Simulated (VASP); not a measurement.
Crystal: Au.

```
Au
1.0
     2.97641    0.00000    0.00000
    -1.48820    2.57765    0.00000
     0.00000    0.00000    4.73153
Au
2
Direct
  0.66667 0.33333 0.75000
  0.33333 0.66667 0.25000
```

| Quantity | Value |
| --- | --- |
| Program | VASP 6.6.1 |
| Task | relaxation of cell and atoms |
| Functional | PBE |
| Potentials or basis | VASP PAW PBE potentials, release 64 (Au) |
| Cutoff | 600 eV |
| k mesh | 21 × 21 × 12 |
| Occupations | gaussian, width 0.1 eV |
| Spin | no spin polarisation |

At the start: pressure -1.1 GPa; volume 18.15 Å³/atom.

Q: How do energy, volume and symmetry change on relaxing?

A: Over 6 steps the energy falls by 9.6 meV/atom and the volume is 17.97 Å³/atom (-1.0 %); space group P6_3/mmc (No. 194, to 0.05 Å).

The path:
```csv
step,energy change (eV),largest force (eV/Å),pressure (GPa),volume (Å³)
1,0.0000,0.0000,-1.07,36.30
2,-0.0108,0.0000,1.13,35.66
3,-0.0115,0.0000,1.90,35.47
4,-0.0178,0.0000,0.96,35.68
5,-0.0191,0.0000,0.42,35.83
6,-0.0193,0.0000,-0.04,35.95
```

Final structure:
```
Au
1.0
     2.91318    0.00000    0.00000
    -1.45659    2.52288    0.00000
     0.00000    0.00000    4.89104
Au
2
Direct
  0.66667 0.33333 0.75000
  0.33333 0.66667 0.25000
```
